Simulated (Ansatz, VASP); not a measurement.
**Two plane-wave programs on K3SbI**

INCAR

```
ALGO = Normal
EDIFF = 1E-7
EDIFFG = -0.04
ENCUT = 600
GGA = PE
IBRION = 2
ISIF = 3
ISMEAR = 0
LASPH = True
LCHARG = False
LREAL = False
LWAVE = False
NELM = 60
NSW = 90
PREC = Accurate
SIGMA = 0.1
```

The input KPOINTS:

```
k-points
0
Gamma
  4 4 2
```

Contents of POSCAR:

```
K3SbI
1.0
    5.1579257100      0.0000000000      0.0000000000
    0.0000000000      5.1579257100      0.0000000000
    0.0000000000      0.0000000000      7.5527458600
K Sb I
3 1 1
Direct
    0.0000000000      0.5000000000      0.0000000000
    0.5000000000      0.0000000000      0.0000000000
    0.5000000000      0.5000000000      0.5000000000
    0.0000000000      0.0000000000      0.5000000000
    0.0000000000      0.0000000000      0.0000000000
```

Input for Ansatz:

```yaml
crystal:
  lattice:
    - [5.15792571, 0.0, 0.0]
    - [0.0, 5.15792571, 0.0]
    - [0.0, 0.0, 7.55274586]
  atoms:
    - { symbol: K, position: [0.0, 0.5, 0.0] }
    - { symbol: K, position: [0.5, 0.0, 0.0] }
    - { symbol: K, position: [0.5, 0.5, 0.5] }
    - { symbol: Sb, position: [0.0, 0.0, 0.5] }
    - { symbol: I, position: [0.0, 0.0, 0.0] }
basis:
  ecutwfc: 420
kpoints:
  mp_grid: { grid: [4, 4, 2] }
hamiltonian:
  xc: pbe
scf:
  occupations: { method: gaussian, width: 0.1 }
  lower_state_search: "off"
output:
  forces: true
  stress: true
  eigenvalues: true
relax:
  adjacent_minimum: "off"
  f_tol: 0.04
  max_steps: 70
  cell: { stress_tol: 0.4 }
```

Alike in both runs: task relaxation of cell and atoms; functional PBE; k mesh 4 × 4 × 2; occupations gaussian, width 0.1 eV; no spin polarisation.

|  | VASP | Ansatz |
| --- | --- | --- |
| version | VASP 6.6.1 | Ansatz 0.2.0 |
| potentials or method | VASP PAW PBE potentials, release 64 (K_sv, Sb, I), cutoff 600 eV | scalar-relativistic, plane waves, PAW |
| valence electrons in the cell | 39 | 59 |

|  | VASP | Ansatz | Ansatz less VASP |
| --- | --- | --- | --- |
| gap on the k mesh at the Fermi level, each at its own relaxed structure (eV) | none | none | - |
| relaxed volume (Å³/atom) | 56.08 | 55.92 | -0.166 |
| relaxed cell length with the largest relative difference (Å) | 6.806 | 6.846 | +0.0400 |

A gap of «none» marks a metal or a gap that the smearing closes. VASP's potentials hold 39 valence electrons a cell and Ansatz's 59, so a difference there can come from the potentials and not from the codes.

The k mesh is coarse, so the values compare programs but aren't converged. Neither program's run includes spin-orbit coupling. Noted on VASP's run: the volume moved by over 15 % at a fixed basis, so the end points are rough.
